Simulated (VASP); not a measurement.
# Ge (P6_3/mmc) in VASP: further runs

Runs on Ge. Level: PBE. Tasks: relaxation of cell and atoms, single point.

Program: VASP 6.6.1. These are calculated values, not measurements. Logs are shortened: lines on timing, memory, paths and dates and some standing lists are left out, and cuts for length are marked.

## 1. The cell of the first run

It takes space group P6_3/mmc (No. 194, hexagonal). The conventional cell has a = 3.667 Å, b = 3.667 Å, c = 9.334 Å, α = 90.00°, β = 90.00°, γ = 120.00°. Ge (site symmetry -3m) has 6 Ge at 2.40 Å within 3.2 Å. Ge (site symmetry 3m) has 7 Ge at 2.40 to 3.09 Å within 3.2 Å.

The cell was generated, and may not be a known phase.

## 2. Relaxation of cell and atoms, PBE

Contents of INCAR:

```
ALGO = Normal
EDIFF = 1E-6
EDIFFG = -0.04
ENCUT = 600
GGA = PE
IBRION = 2
ISIF = 3
ISMEAR = 0
LASPH = True
LCHARG = False
LREAL = False
LWAVE = False
NELM = 80
NSW = 90
PREC = Accurate
SIGMA = 0.1
```

Contents of KPOINTS:

```
k-points
0
Gamma
  6 6 2
```

Contents of POSCAR:

```
Ge
1.0
    3.6671355600      0.0000000000      0.0000000000
   -1.8335677800      3.1758325500      0.0000000000
    0.0000000000      0.0000000000      9.3342282500
Ge
6
Direct
    0.0000000000      0.0000000000      0.5000000000
    0.0000000000      0.0000000000      0.0000000000
    0.6666666700      0.3333333300      0.3797952800
    0.3333333300      0.6666666700      0.6202047200
    0.3333333300      0.6666666700      0.8797952800
    0.6666666700      0.3333333300      0.1202047200
```

Potentials or basis: VASP PAW PBE potentials, release 64 (Ge_d).

Run with:

```bash
$ cat potpaw_PBE.64/Ge_d/POTCAR > POTCAR
$ mpirun -np 1 vasp_std > vasp.out
```

OUTCAR:

```text
EDIFF = 1E-6
   EDIFFG = -0.04
   ENCUT = 600
   GGA = PE
   IBRION = 2
   ISIF = 3
   ISMEAR = 0
   LASPH = True
   LREAL = False
   NELM = 80
   NSW = 90
   PREC = Accurate

 ion  position               nearest neighbor table
   1  0.000  0.000  0.500-   3 2.40   4 2.40   4 2.40   3 2.40   3 2.40   4 2.40
   2  0.000  0.000  0.000-   5 2.40   6 2.40   5 2.40   6 2.40   6 2.40   5 2.40
   3  0.667  0.333  0.380-   1 2.40   1 2.40   1 2.40   6 2.42
   4  0.333  0.667  0.620-   1 2.40   1 2.40   1 2.40   5 2.42
   5  0.333  0.667  0.880-   2 2.40   2 2.40   2 2.40   4 2.42
   6  0.667  0.333  0.120-   2 2.40   2 2.40   2 2.40   3 2.42

  LATTYP: Found a hexagonal cell.
 ALAT       =     3.6671355600
 C/A-ratio  =     2.5453731113

  Lattice vectors:

 A1 = (   3.6671355600,   0.0000000000,   0.0000000000)
 A2 = (  -1.8335677800,   3.1758325500,   0.0000000000)
 A3 = (   0.0000000000,   0.0000000000,   9.3342282500)

Analysis of symmetry for initial positions (statically):
=====================================================================
 Subroutine PRICEL returns:
 Original cell was already a primitive cell.

 Routine SETGRP: Setting up the symmetry group for a
 hexagonal supercell.

 Subroutine GETGRP returns: Found 24 space group operations
 (whereof 12 operations were pure point group operations)
 out of a pool of 24 trial point group operations.

The static configuration has the point symmetry D_3d.
 The point group associated with its full space group is D_6h.

Analysis of symmetry for dynamics (positions and initial velocities):
=====================================================================
 Subroutine PRICEL returns:
 Original cell was already a primitive cell.

 Routine SETGRP: Setting up the symmetry group for a
 hexagonal supercell.

 Subroutine GETGRP returns: Found 24 space group operations
 (whereof 12 operations were pure point group operations)
 out of a pool of 24 trial point group operations.

The dynamic configuration has the point symmetry D_3d.
 The point group associated with its full space group is D_6h.

 Subroutine INISYM returns: Found 24 space group operations
 (whereof 12 operations are pure point group operations),
 and found     1 'primitive' translations

----------------------------------------------------------------------------------------

                                     Primitive cell

  volume of cell :     108.7084

  direct lattice vectors                    reciprocal lattice vectors
     3.667135560  0.000000000  0.000000000     0.272692401  0.157439031  0.000000000
    -1.833567780  3.175832550  0.000000000     0.000000000  0.314878062  0.000000000
     0.000000000  0.000000000  9.334228250     0.000000000  0.000000000  0.107132585

  length of vectors
     3.667135560  3.667135556  9.334228250     0.314878062  0.314878062  0.107132585

  position of ions in fractional coordinates (direct lattice)
     0.000000000  0.000000000  0.500000000
     0.000000000  0.000000000  0.000000000
     0.666666670  0.333333330  0.379795280
     0.333333330  0.666666670  0.620204720
     0.333333330  0.666666670  0.879795280
     0.666666670  0.333333330  0.120204720

  ion indices of the primitive-cell ions
   primitive index   ion index
                 1           1
                 2           2
                 3           3
                 4           4
                 5           5
                 6           6

----------------------------------------------------------------------------------------

 KPOINTS: k-points

Automatic generation of k-mesh.
 Grid dimensions read from file:
 generate k-points for:    6    6    2

 Generating k-lattice:

  Cartesian coordinates                     Fractional coordinates (reciprocal lattice)
     0.045448733  0.026239839  0.000000000     0.166666667  0.000000000  0.000000000
     0.000000000  0.052479677  0.000000000     0.000000000  0.166666667  0.000000000
     0.000000000  0.000000000  0.053566292     0.000000000  0.000000000  0.500000000

  Length of vectors
     0.052479677  0.052479677  0.053566292

  Shift w.r.t. Gamma in fractional coordinates (k-lattice)
     0.000000000  0.000000000  0.000000000

 Subroutine IBZKPT returns following result:
 ===========================================

 Found     14 irreducible k-points:

 Following reciprocal coordinates:
            Coordinates               Weight
  0.000000  0.000000  0.000000      1.000000
  0.166667  0.000000  0.000000      6.000000
  0.333333 -0.000000  0.000000      6.000000
  0.500000  0.000000  0.000000      3.000000
  0.166667  0.166667  0.000000      6.000000
  0.333333  0.166667  0.000000     12.000000
  0.333333  0.333333  0.000000      2.000000
  0.000000  0.000000  0.500000      1.000000
  0.166667  0.000000  0.500000      6.000000
  0.333333 -0.000000  0.500000      6.000000
  0.500000  0.000000  0.500000      3.000000
  0.166667  0.166667  0.500000      6.000000
  0.333333  0.166667  0.500000     12.000000
  0.333333  0.333333  0.500000      2.000000
   k-points           NKPTS =     14   k-points in BZ     NKDIM =     14   number of bands    NBANDS=     50
   number of dos      NEDOS =    301   number of ions     NIONS =      6
   total plane-waves  NPLWV =  72000
   dimension x,y,z NGX =    30 NGY =   30 NGZ =   80
   dimension x,y,z NGXF=    60 NGYF=   60 NGZF=  160
   ions per type =               6
   NGX,Y,Z   is equivalent  to a cutoff of  13.60, 13.60, 14.25 a.u.
   NGXF,Y,Z  is equivalent  to a cutoff of  27.20, 27.20, 28.50 a.u.
 SYSTEM =  unknown system
   PREC   = accura    normal or accurate (medium, high low for compatibility)
   ISTART =      0    job   : 0-new  1-cont  2-samecut
   ICHARG =      2    charge: 1-file 2-atom 10-const
   ISPIN  =      1    spin polarized calculation?
   LNONCOLLINEAR =      F non collinear calculations
   LSORBIT =      F    spin-orbit coupling
   LASPH  =      T    aspherical Exc in radial PAW
   ENCUT  =  600.0 eV  44.10 Ry    6.64 a.u.   7.32  7.32 18.64*2*pi/ulx,y,z
   NELM   =     80;   NELMIN=  2; NELMDL= -5     # of ELM steps
   EDIFF  = 0.1E-05   stopping-criterion for ELM
   LREAL  =      F    real-space projection
   EDIFFG = -.4E-01   stopping-criterion for IOM
   NSW    =     90    number of steps for IOM
   IBRION =      2    ionic relax: 0-MD 1-quasi-New 2-CG
   NFREE  =      1    steps in history (QN), initial steepest desc. (CG)
   ISIF   =      3    stress and relaxation
   ISYM   =      2    0-nonsym 1-usesym 2-fastsym
   POTIM  = 0.5000    time-step for ionic-motion
   TEBEG  =    0.0;   TEEND  =   0.0 temperature during run
   PSTRESS=    0.0 pullay stress
   NELECT =      84.0000    total number of electrons
   NUPDOWN=      -1.0000    fix difference up-down
   EMIN   =  10.00;   EMAX   =-10.00  energy-range for DOS
   EFERMI =   0.00;   METHOD = LEGACY
   ISMEAR =     0;   SIGMA  =   0.10  broadening in eV -4-tet -1-fermi 0-gaus
   EFERMI_NEDOS =   21; number of points for ismear=-14 and -15
   IALGO  =     38    algorithm
   IMIX   =      4    mixing-type and parameters
     AMIX     =   0.40;   BMIX     =  1.00
     AMIX_MAG =   1.60;   BMIX_MAG =  1.00
  volume/ion in A,a.u.               =      18.12       122.27
  Fermi-wavevector in a.u.,A,eV,Ry     =   1.502266  2.838872 30.705684  2.256804
  Thomas-Fermi vector in A             =   2.613529
   LORBIT       =      0    0 simple, 1 ext, 2 COOP (PROOUT), +10 PAW based schemes
   GGA     = PE    functional components
   LHFCALC =     F    Hartree Fock is set to
   AEXX    =    0.0000 exact exchange contribution
   IVDW    =     0    specifies the selected vdW correction
   LEPSILON=     F    determine dielectric tensor
   LRPA    =     F    only Hartree local field effects (RPA)
 conjugate gradient relaxation of ions
 non-spin polarized calculation
 Gauss-broadening in eV      SIGMA  =   0.10
  energy-cutoff  :      600.00
  volume of cell :      108.71
 maximum number of plane-waves:      3645
 NGX is ok and might be reduce to    30
   NGX = 15   NGY = 15   NGZ = 37

--------------------------------------- Ionic step        1  -------------------------------------------

 number of electron      83.9999961 magnetization

 Free energy of the ion-electron system (eV)
  ---------------------------------------------------
  ext. energy  EPLUGINS =         0.00000000
  ---------------------------------------------------
  free energy    TOTEN  =       -22.92532164 eV

  energy without entropy =      -22.91545987  energy(sigma->0) =      -22.92039075

 E-fermi :   7.3547     XC(G=0): -11.1456

 val. band max:        7.3005511986   @ k =   0.0000   0.0000   0.0000
 cond. band min:       7.4004517159   @ k =   0.3333   0.1667   0.0000
 fundamental gap:      0.0999005173
 Fermi energy:         7.3547270614

 k-point     1 :       0.0000    0.0000    0.0000
  band No.  band energies     occupation
      1     -18.0207      2.00000
      2     -18.0207      2.00000
      3     -17.9956      2.00000
      4     -17.9956      2.00000
      5     -17.8610      2.00000
      6     -17.8610      2.00000
[... 968 lines left out ...]
  energy  without entropy=      -25.2367572838  energy(sigma->0) =      -25.23973069

--------------------------------------- Ionic step        7  -------------------------------------------

 number of electron      84.0000061 magnetization

 E-fermi :   4.5167     XC(G=0):  -9.8700

 val. band max:        4.3091172370   @ k =   0.0000   0.0000   0.0000
 cond. band min:       4.5850155765   @ k =   0.3333   0.1667   0.0000
 fundamental gap:      0.2758983395
 Fermi energy:         4.5167375823

 k-point     1 :       0.0000    0.0000    0.0000
  band No.  band energies     occupation
      1     -20.2754      2.00000
      2     -20.2754      2.00000
      3     -20.2648      2.00000
      4     -20.2622      2.00000
      5     -20.2486      2.00000
      6     -20.2486      2.00000
[... 768 lines left out ...]
  energy  without entropy=      -25.2367452763  energy(sigma->0) =      -25.23971735

--------------------------------------- Ionic step        8  -------------------------------------------

 number of electron      84.0000069 magnetization

 Free energy of the ion-electron system (eV)
  ---------------------------------------------------
  ext. energy  EPLUGINS =         0.00000000
  ---------------------------------------------------
  free energy    TOTEN  =       -25.24386927 eV

  energy without entropy =      -25.23794208  energy(sigma->0) =      -25.24090568

 E-fermi :   4.5953     XC(G=0):  -9.9059

 val. band max:        4.3684155651   @ k =   0.0000   0.0000   0.0000
 cond. band min:       4.6635843404   @ k =   0.3333   0.1667   0.0000
 fundamental gap:      0.2951687753
 Fermi energy:         4.5952595253

 k-point     1 :       0.0000    0.0000    0.0000
  band No.  band energies     occupation
      1     -20.2106      2.00000
      2     -20.2106      2.00000
      3     -20.1963      2.00000
      4     -20.1935      2.00000
      5     -20.1838      2.00000
      6     -20.1838      2.00000
[... 764 lines left out ...]
  FREE ENERGIE OF THE ION-ELECTRON SYSTEM (eV)
  ---------------------------------------------------
  free  energy   TOTEN  =       -25.2438692678 eV

  energy  without entropy=      -25.2379420838  energy(sigma->0) =      -25.24090568

 reached required accuracy - stopping structural energy minimisation
```

It took 13 min on 1 thread of Intel Xeon 8259CL, shared host; peak memory 0.29 GiB.

What came out:

```yaml
Free_energy: -25.2439 eV
Relaxed_volume: 23.42 Å³/atom
Relaxed_cell: a = 3.999 Å, b = 3.999 Å, c = 10.145 Å, α = 90.00°, β = 90.00°, γ = 120.00°
Space_group_after_relaxing_to_0.1_Å: P6_3/mmc (No. 194)
Energy_gained_by_relaxing: 386.4 meV/atom
Ionic_steps: 8
Pressure_after_relaxing: 0.0 GPa
Largest_force_after_relaxing: 0.018 eV/Å
Band_gap_on_the_k_mesh: zero (bands 42 and 43 overlap by 1.11 eV)
```

Forces on the atoms (eV/Å):
```
Ge   0.000  0.000  0.000
Ge   0.000  0.000  0.000
Ge   0.000  0.000 -0.018
Ge   0.000  0.000  0.018
Ge   0.000  0.000 -0.018
Ge   0.000  0.000  0.018
```

Stress tensor (GPa, compression positive):
```
 0.09  0.00  0.00
 0.00  0.09  0.00
 0.00  0.00 -0.07
```

The path:
```
step  energy change (eV)  largest force (eV/Å)  pressure (GPa)  volume (Å³)
   1              0.0000                2.1125           27.11       108.71
   2             -1.6709                0.8098           -6.08       164.39
   3             -2.3023                0.3153            0.54       139.61
   4             -2.3017                0.3416            0.17       140.28
   5             -2.3173                0.0335           -0.32       141.66
   6             -2.3174                0.0486           -0.24       141.59
   7             -2.3174                0.0411           -0.44       141.62
   8             -2.3185                0.0181            0.04       140.51
```

Final structure:
```
CELL_PARAMETERS angstrom
3.99917 0.00000 0.00000
-1.99958 3.46338 0.00000
0.00000 0.00000 10.14469
ATOMIC_POSITIONS crystal
Ge 0.00000 0.00000 0.50000
Ge 0.00000 0.00000 0.00000
Ge 0.66667 0.33333 0.37434
Ge 0.33333 0.66667 0.62566
Ge 0.33333 0.66667 0.87434
Ge 0.66667 0.33333 0.12566
```

Levels at points of the mesh, in eV from the Fermi level:
```tsv
k point	band 38	band 39	band 40	band 41	band 42	band 43	band 44	band 45	band 46	band 47
(0.00, 0.00, 0.00)	-0.71	-0.26	-0.23	-0.23	0.33	0.33	0.71	1.52	1.52	2.23
(0.50, 0.00, 0.00)	-2.79	-2.70	-2.57	-2.28	-0.57	-0.35	0.49	1.42	2.60	2.60
(0.00, 0.00, 0.50)	-0.54	-0.54	-0.54	0.68	0.68	0.91	0.91	0.91	0.91	2.53
(0.50, 0.00, 0.50)	-3.78	-2.57	-2.57	-1.40	-1.40	0.78	0.78	1.37	1.37	2.83
```

Caveat: the volume moved by over 15 % at a fixed basis, so the end points are rough.

(Part 1 of 2 ends here.)

The gap in the log of VASP goes by the Fermi energy; the results here count the filled bands.